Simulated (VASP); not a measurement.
**Pt: single point with PBEsol**

The system is Pt.

```
CELL_PARAMETERS angstrom
-1.58422 1.58422 1.58422
1.58422 -1.58422 1.58422
1.58422 1.58422 -1.58422
ATOMIC_POSITIONS crystal
Pt 0.00000 0.00000 0.00000
```

```json
{"Program": "VASP 6.6.1", "Task": "single point", "Functional": "PBEsol", "Potentials or basis": "VASP PAW PBE potentials, release 64 (Pt)", "Cutoff": "520 eV", "k mesh": "9 × 9 × 9", "Occupations": "fermi-dirac, width 0.05 eV", "Spin": "non-collinear spin, zero start, spin-orbit coupling", "Starting moments": "[[0.0, 0.0, 0.0]] μB"}
```

| Item | Value |
| --- | --- |
| Pressure | -11.1 GPa |
| Net moment | 0.00 μB per cell |
| Valence electrons inside the program's atomic spheres | Pt 9.17 |

Moments on the atoms (μB; x, y, z):
```
Pt  0.00 0.00 0.00
```

It took 12 s on 1 thread of AMD EPYC 9R45 96-Core Processor (Zen 5), on a shared host, peak memory 0.13 GiB.

Caveat: the PAW data sets were made with another functional, which shifts forces and pressure a little.
